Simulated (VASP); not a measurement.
Runs of VASP 6.6.1 on NaCl. The structure is that of space group Pm-3m (No. 221), or close to it. The cells are those of the table. 

```csv
level,spin,U,cell,k mesh,smearing,gap on the mesh (eV),pressure (GPa)
PBE+U,off,Cl p U = 7.1 eV,"a = 3.502 Å, 2 atoms",5 × 3 × 1,gaussian 0.1 eV,(b),(c)
PBE+U,off,Cl p U = 3.0 eV,"a = 3.502 Å, 2 atoms",4 × 4 × 4,gaussian 0.1 eV,(a),-0.3
PBE+U,collinear,Cl p U = 3.0 eV,"a = 3.458, b = 3.505, c = 3.479 Å, angles 90.5, 90.2, 90.4°, 2 atoms",2 × 2 × 2,gaussian 0.1 eV,4.01,3.9
PBEsol+U,off,Cl p U = 1.1 eV,"a = 3.502 Å, 2 atoms",4 × 4 × 4,tetrahedron,3.88,-1.4
```

Alike in all rows: task single point; potentials or basis VASP PAW PBE potentials, release 64 (Na_sv, Cl); cutoff (eV) 1130.

Estimate the missing entries.

(a) 4.13; (b) 4.43; (c) 4.8.

Caveats: all runs use coarse meshes; an odd mesh through Γ misses points on the zone boundary, where band edges can lie (at least some runs); the PAW data sets were made with another functional, which shifts forces and pressure a little (at least some runs).
